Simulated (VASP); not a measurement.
# Ga12O19 (a cell with a defect) in VASP: single point with PBE

Aim: the single point of Ga12O19 (a cell with a defect) with PBE.

All numbers are computed with VASP 6.6.1; they aren't measurements. Logs are shortened: lines on timing, memory, paths and dates and some standing lists are left out, and cuts for length are marked.

**1. The cell of the first run**

The cell holds a defect, 31 atoms: a = 9.250 Å, b = 5.877 Å, c = 6.416 Å, α = 103.29°, β = 103.90°, γ = 90.00°.

**2. Single point, PBE**

Contents of INCAR:

```
ALGO = Normal
EDIFF = 1E-6
ENCUT = 520
GGA = PE
GGA_COMPAT = False
ISIF = 2
ISMEAR = -1
ISYM = -1
LASPH = True
LCHARG = False
LREAL = Auto
LWAVE = False
NBANDS = 156
NELM = 120
PREC = Accurate
SIGMA = 0.01
```

Contents of KPOINTS:

```
explicit points
1
Reciprocal
  0.25000000   0.25000000   0.25000000 1
```

Contents of POSCAR:

```
Ga12O19
1.0
    0.0000000000      9.2496621800      0.0000000000
   -1.3977182400      0.0000000000      5.7085775500
    6.2279771500     -1.5416103600      0.0067278600
Ga O
12 19
Direct
    0.1140785298      0.6730282887      0.6813192812
    0.2220749846      0.3227428465      0.3049159491
    0.2995354400      0.1932125006      0.8061191484
    0.0238231657      0.7856143783      0.1787191121
    0.4462555808      0.6781748294      0.6815531314
    0.5473280297      0.3139294469      0.3043177373
    0.6338425587      0.1981024561      0.8125565162
    0.3597523111      0.7939645216      0.1733027703
    0.7714987544      0.6694432603      0.6807860648
    0.8795194312      0.3190158399      0.3043075163
    0.9697320403      0.2062537562      0.8067108334
    0.6941208553      0.7988924225      0.1796487822
    0.1649195072      0.7327731131      0.0068160728
    0.1642752654      0.2543307728      0.9801125812
    0.2721805073      0.4257919059      0.6428321776
    0.0580675761      0.5535867866      0.3415496393
    0.0498367787      0.1153874666      0.2765662309
    0.2795537963      0.8765890869      0.6709738098
    0.4994930468      0.7399190343      0.0053229692
    0.4941171495      0.2525691285      0.9804816766
    0.6033225075      0.4297622957      0.6453176534
    0.3904095919      0.5623060685      0.3404056241
    0.3848830462      0.1082170076      0.3196885341
    0.6086567950      0.8839278280      0.6661026443
    0.8292812826      0.7377204370      0.0054512581
    0.8287171729      0.2593208775      0.9787154599
    0.9357706147      0.4383342901      0.6438469082
    0.7214824915      0.5663393363      0.3428994309
    0.7140555648      0.1155527737      0.3146662507
    0.9436440484      0.8765913607      0.7085815551
    0.9968469274      0.9959815408      0.4924501957
```

Potentials or basis: VASP PAW PBE potentials, release 64 (Ga_d, O).

Started as:

```
> cat potpaw_PBE.64/Ga_d/POTCAR potpaw_PBE.64/O/POTCAR > POTCAR
> mpirun -np 1 vasp_std > vasp.out
```

OUTCAR:

```text
EDIFF = 1E-6
   ENCUT = 520
   GGA = PE
   ISIF = 2
   ISMEAR = -1
   ISYM = -1
   LASPH = True
   LREAL = Auto
   NELM = 120
   PREC = Accurate

 ion  position               nearest neighbor table
   1  0.114  0.673  0.681-  18 1.97  13 1.97  30 2.00  16 2.07  15 2.08  27 2.08
   2  0.222  0.323  0.305-  17 1.95  23 1.96  14 1.97  22 2.03  15 2.05  16 2.05
   3  0.300  0.193  0.806-  14 1.85  18 1.85  20 1.86  15 1.89
   4  0.024  0.786  0.179-  25 1.86  16 1.88  13 1.88  17 1.89  31 2.18
   5  0.446  0.678  0.682-  18 1.93  19 1.96  24 1.96  22 2.07  21 2.07  15 2.12
   6  0.547  0.314  0.304-  29 1.93  20 1.96  23 1.96  21 2.07  22 2.07  28 2.12
   7  0.634  0.198  0.813-  26 1.85  24 1.86  20 1.86  21 1.90
   8  0.360  0.794  0.173-  13 1.85  23 1.86  19 1.86  22 1.90
   9  0.771  0.669  0.681-  30 1.95  24 1.96  25 1.97  21 2.03  28 2.05  27 2.06
  10  0.880  0.319  0.304-  29 1.97  26 1.97  17 2.00  27 2.06  28 2.08  16 2.08
  11  0.970  0.206  0.807-  14 1.86  27 1.88  26 1.88  30 1.89  31 2.18
  12  0.694  0.799  0.180-  25 1.85  29 1.85  19 1.86  28 1.89
  13  0.165  0.733  0.007-   8 1.85   4 1.88   1 1.97
  14  0.164  0.254  0.980-   3 1.85  11 1.86   2 1.97
  15  0.272  0.426  0.643-   3 1.89   2 2.05   1 2.08   5 2.12
  16  0.058  0.554  0.342-   4 1.88   2 2.05   1 2.07  10 2.08
  17  0.050  0.115  0.277-  31 1.85   4 1.89   2 1.95  10 2.00
  18  0.280  0.877  0.671-   3 1.85   5 1.93   1 1.97
  19  0.499  0.740  0.005-   8 1.86  12 1.86   5 1.96
  20  0.494  0.253  0.980-   7 1.86   3 1.86   6 1.96
  21  0.603  0.430  0.645-   7 1.90   9 2.03   6 2.07   5 2.07
  22  0.390  0.562  0.340-   8 1.90   2 2.03   5 2.07   6 2.07
  23  0.385  0.108  0.320-   8 1.86   2 1.96   6 1.96
  24  0.609  0.884  0.666-   7 1.86   9 1.96   5 1.96
  25  0.829  0.738  0.005-  12 1.85   4 1.86   9 1.97
  26  0.829  0.259  0.979-   7 1.85  11 1.88  10 1.97
  27  0.936  0.438  0.644-  11 1.88   9 2.06  10 2.06   1 2.08
  28  0.721  0.566  0.343-  12 1.89   9 2.05  10 2.08   6 2.12
  29  0.714  0.116  0.315-  12 1.85   6 1.93  10 1.97
  30  0.944  0.877  0.709-  31 1.85  11 1.89   9 1.95   1 2.00
  31  0.997  0.996  0.492-  17 1.85  30 1.85   4 2.18  11 2.18

IMPORTANT INFORMATION: All symmetrisations will be switched off!
NOSYMM: (Re-)initialisation of all symmetry stuff for point group C_1.

----------------------------------------------------------------------------------------

                                     Primitive cell

  volume of cell :     328.9392

  direct lattice vectors                    reciprocal lattice vectors
     0.000000000  9.249662180  0.000000000     0.026753887  0.108112056  0.006550563
    -1.397718240  0.000000000  5.708577550    -0.000189185  0.000000000  0.175128666
     6.227977150 -1.541610360  0.006727860     0.160523321  0.000000000  0.039303377

  length of vectors
     9.249662180  5.877199497  6.415941641     0.111565663  0.175128768  0.165264914

  position of ions in fractional coordinates (direct lattice)
     0.114078530  0.673028289  0.681319281
     0.222074985  0.322742846  0.304915949
     0.299535440  0.193212501  0.806119148
     0.023823166  0.785614378  0.178719112
     0.446255581  0.678174829  0.681553131
     0.547328030  0.313929447  0.304317737
[... 23 lines left out ...]
     0.943644048  0.876591361  0.708581555
     0.996846927  0.995981541  0.492450196

  ion indices of the primitive-cell ions
   primitive index   ion index
                 1           1
                 2           2
                 3           3
                 4           4
                 5           5
                 6           6
[... 23 lines left out ...]
                30          30
                31          31

----------------------------------------------------------------------------------------

 KPOINTS: explicit points

Read explicit list of k-points.

 Found      1 k-points:

 Following reciprocal coordinates:
            Coordinates               Weight
  0.250000  0.250000  0.250000      1.000000
   k-points           NKPTS =      1   k-points in BZ     NKDIM =      1   number of bands    NBANDS=    156
   number of dos      NEDOS =    301   number of ions     NIONS =     31
   total plane-waves  NPLWV = 161280
   dimension x,y,z NGX =    70 NGY =   48 NGZ =   48
   dimension x,y,z NGXF=   140 NGYF=   96 NGZF=   96
   ions per type =              12  19
   NGX,Y,Z   is equivalent  to a cutoff of  12.58, 13.58, 12.44 a.u.
   NGXF,Y,Z  is equivalent  to a cutoff of  25.16, 27.16, 24.87 a.u.
 SYSTEM =  unknown system
   PREC   = accura    normal or accurate (medium, high low for compatibility)
   ISTART =      0    job   : 0-new  1-cont  2-samecut
   ICHARG =      2    charge: 1-file 2-atom 10-const
   ISPIN  =      1    spin polarized calculation?
   LNONCOLLINEAR =      F non collinear calculations
   LSORBIT =      F    spin-orbit coupling
   LASPH  =      T    aspherical Exc in radial PAW
   ENCUT  =  520.0 eV  38.22 Ry    6.18 a.u.  17.20 10.93 11.93*2*pi/ulx,y,z
   NELM   =    120;   NELMIN=  2; NELMDL= -5     # of ELM steps
   EDIFF  = 0.1E-05   stopping-criterion for ELM
   LREAL  =      T    real-space projection
   EDIFFG = 0.1E-04   stopping-criterion for IOM
   NSW    =      0    number of steps for IOM
   IBRION =     -1    ionic relax: 0-MD 1-quasi-New 2-CG
   NFREE  =      0    steps in history (QN), initial steepest desc. (CG)
   ISIF   =      2    stress and relaxation
   ISYM   =     -1    0-nonsym 1-usesym 2-fastsym
   POTIM  = 0.5000    time-step for ionic-motion
   TEBEG  =    0.0;   TEEND  =   0.0 temperature during run
   PSTRESS=    0.0 pullay stress
   NELECT =     270.0000    total number of electrons
   NUPDOWN=      -1.0000    fix difference up-down
   EMIN   =  10.00;   EMAX   =-10.00  energy-range for DOS
   EFERMI =   0.00;   METHOD = LEGACY
   ISMEAR =    -1;   SIGMA  =   0.01  broadening in eV -4-tet -1-fermi 0-gaus
   EFERMI_NEDOS =   21; number of points for ismear=-14 and -15
   IALGO  =     38    algorithm
   IMIX   =      4    mixing-type and parameters
     AMIX     =   0.40;   BMIX     =  1.00
     AMIX_MAG =   1.60;   BMIX_MAG =  1.00
  volume/ion in A,a.u.               =      10.61        71.61
  Fermi-wavevector in a.u.,A,eV,Ry     =   1.532819  2.896608 31.967351  2.349534
  Thomas-Fermi vector in A             =   2.639972
   LORBIT       =      0    0 simple, 1 ext, 2 COOP (PROOUT), +10 PAW based schemes
   GGA     = PE    functional components
   LHFCALC =     F    Hartree Fock is set to
   AEXX    =    0.0000 exact exchange contribution
   IVDW    =     0    specifies the selected vdW correction
   LEPSILON=     F    determine dielectric tensor
   LRPA    =     F    only Hartree local field effects (RPA)
 non-spin polarized calculation
  energy-cutoff  :      520.00
  volume of cell :      328.94
 maximum number of plane-waves:      8866
 NGX is ok and might be reduce to    70
   NGX = 35   NGY = 21   NGZ = 23

 number of electron     270.0000043 magnetization

 Free energy of the ion-electron system (eV)
  ---------------------------------------------------
  ext. energy  EPLUGINS =         0.00000000
  ---------------------------------------------------
  free energy    TOTEN  =      -181.58905424 eV

  energy without entropy =     -181.58905424  energy(sigma->0) =     -181.58905424

 E-fermi :   4.1687     XC(G=0): -11.5193

 val. band max:        3.8550666365   @ k =   0.2500   0.2500   0.2500
 cond. band min:       6.6010414073   @ k =   0.2500   0.2500   0.2500
 fundamental gap:      2.7459747708
 Fermi energy:         4.1687193917

 k-point     1 :       0.2500    0.2500    0.2500
  band No.  band energies     occupation
      1     -15.3070      2.00000
      2     -14.7285      2.00000
      3     -14.5005      2.00000
      4     -14.3526      2.00000
      5     -14.1528      2.00000
      6     -13.9780      2.00000
[... 139 lines left out ...]
    146      10.5043      0.00000
    147      10.8637      0.00000
 [bands above 147 left out]

------------------------ aborting loop because EDIFF is reached ----------------------------------------

  FORCE on cell =-STRESS in cart. coord.  units (eV):
  Direction    XX          YY          ZZ          XY          YZ          ZX
  --------------------------------------------------------------------------------------
  -------------------------------------------------------------------------------------
  Total        5.3079661      7.6524935     12.9826814      1.7801272     -0.0878534     -3.9353690
  in kB       25.8537225     37.2733055     63.2352645      8.6705365     -0.4279113    -19.1681590
  external PRESSURE =      42.1207642 kB  Pullay stress =       0.0000000 kB

 VOLUME and BASIS-vectors are now :
 -----------------------------------------------------------------------------
  energy-cutoff  :      520.00
  volume of cell :      328.94
      direct lattice vectors                 reciprocal lattice vectors
     0.000000000  9.249662180  0.000000000     0.026753887  0.108112056  0.006550563
    -1.397718240  0.000000000  5.708577550    -0.000189185  0.000000000  0.175128666
     6.227977150 -1.541610360  0.006727860     0.160523321  0.000000000  0.039303377

 POSITION                                       TOTAL-FORCE (eV/Angst)
 -----------------------------------------------------------------------------------
      3.30254      0.00486      3.84662         0.006139      0.003358      0.006245
      1.44791      1.58406      1.84445        -0.007040     -0.002302     -0.004142
      4.75044      1.52788      1.10839        -0.009837      0.002112     -0.000178
      0.01499     -0.05516      4.48594        -0.004839      0.006286     -0.024079
      3.29680      3.07702      3.87600         0.005027     -0.001067     -0.001983
      1.45650      4.59346      1.79414        -0.008518      0.004515     -0.001031
[... 23 lines left out ...]
      3.18780      7.63603      5.00886        -0.006309     -0.004865     -0.000120
      1.67487      8.46133      5.68895        -0.005634      0.000758      0.003244
 -----------------------------------------------------------------------------------
    total drift:                                0.000056     -0.018134      0.008679

  FREE ENERGIE OF THE ION-ELECTRON SYSTEM (eV)
  ---------------------------------------------------
  free  energy   TOTEN  =      -181.5890542420 eV

  energy  without entropy=     -181.5890542420  energy(sigma->0) =     -181.58905424
```

Run time: 90 s. Hardware: 1 thread of Intel Xeon 6975P-C (Granite Rapids), shared host; peak memory 0.37 GiB.

What came out:

| Item | Value |
| --- | --- |
| Free energy | -181.5891 eV |
| Pressure | 4.2 GPa |
| Largest force | 0.028 eV/Å |
| Band gap on the k mesh | 2.75 eV |

Forces in eV/Å, atoms in the order of the input:
```
Ga   0.006  0.003  0.006
Ga  -0.007 -0.002 -0.004
Ga  -0.010  0.002  0.000
Ga  -0.005  0.006 -0.024
Ga   0.005 -0.001 -0.002
Ga  -0.009  0.005 -0.001
Ga  -0.009 -0.005 -0.002
Ga   0.006  0.003  0.011
Ga   0.004  0.009 -0.002
Ga  -0.009 -0.002 -0.002
Ga   0.006  0.005  0.019
Ga   0.007 -0.004  0.007
O   -0.007  0.001 -0.006
O    0.011  0.002  0.003
O    0.009  0.002 -0.005
O    0.002 -0.005  0.006
O    0.017  0.007  0.001
O   -0.021 -0.002  0.009
O   -0.007  0.000 -0.010
O    0.007  0.001  0.004
O    0.009 -0.009 -0.009
O   -0.003 -0.001  0.008
O    0.023  0.002 -0.015
O   -0.025  0.000  0.013
O   -0.011 -0.002 -0.006
O    0.007 -0.002  0.010
O    0.006 -0.005 -0.004
O   -0.007 -0.005  0.006
O    0.017  0.002 -0.013
O   -0.006 -0.005  0.000
O   -0.006  0.001  0.003
```

Stress tensor (GPa, compression positive):
```
 2.59  0.87 -1.92
 0.87  3.73 -0.04
-1.92 -0.04  6.32
```
